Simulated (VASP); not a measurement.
Input of a VASP 6.6.1 run:

The input INCAR:

```
SYSTEM = MgS
  PREC = Accurate
  ENCUT = 600
  EDIFF = 1E-6
  ISMEAR = 0
  SIGMA = 0.02
  LREAL = .FALSE.
  LASPH = .TRUE.
  NELM = 80
  ALGO = Normal
  ISIF = 3
  LWAVE = .FALSE.
  LCHARG = .FALSE.
  GGA = PE
  IVDW = 12
  IBRION = 2
  NSW = 100
  EDIFFG = -0.01
```

The input KPOINTS:

```
Automatic mesh
0
G
  6 6 2
  0 0 0
```

File POSCAR:

```
MgS
1.0
    3.9912606827      0.0000000000      0.0000000000
   -1.9956303413      3.4565331443      0.0000000000
    0.0000000000      0.0000000000     12.9118540139
Mg S
4 4
Direct
    0.6666666667      0.3333333333      0.0382491724
    0.0000000000      0.0000000000      0.2873297322
    0.0000000000      0.0000000000      0.7873297322
    0.3333333333      0.6666666667      0.5382491724
    0.6666666667      0.3333333333      0.2268815989
    0.0000000000      0.0000000000      0.9765035366
    0.0000000000      0.0000000000      0.4765035366
    0.3333333333      0.6666666667      0.7268815989
```

Potentials or basis: VASP PAW PBE potentials, release 64 (Mg, S).

Run with:

```bash
$ cat potpaw_PBE.64/Mg/POTCAR potpaw_PBE.64/S/POTCAR > POTCAR
$ mpirun -np 1 vasp_std > vasp.out
```

(1) What does it give for the space group after relaxing (to 0.1 Å)?

(2) Predict the relaxed volume.

## Answers

(1) P6_3mc (No. 186).

(2) 22.21 Å³/atom.
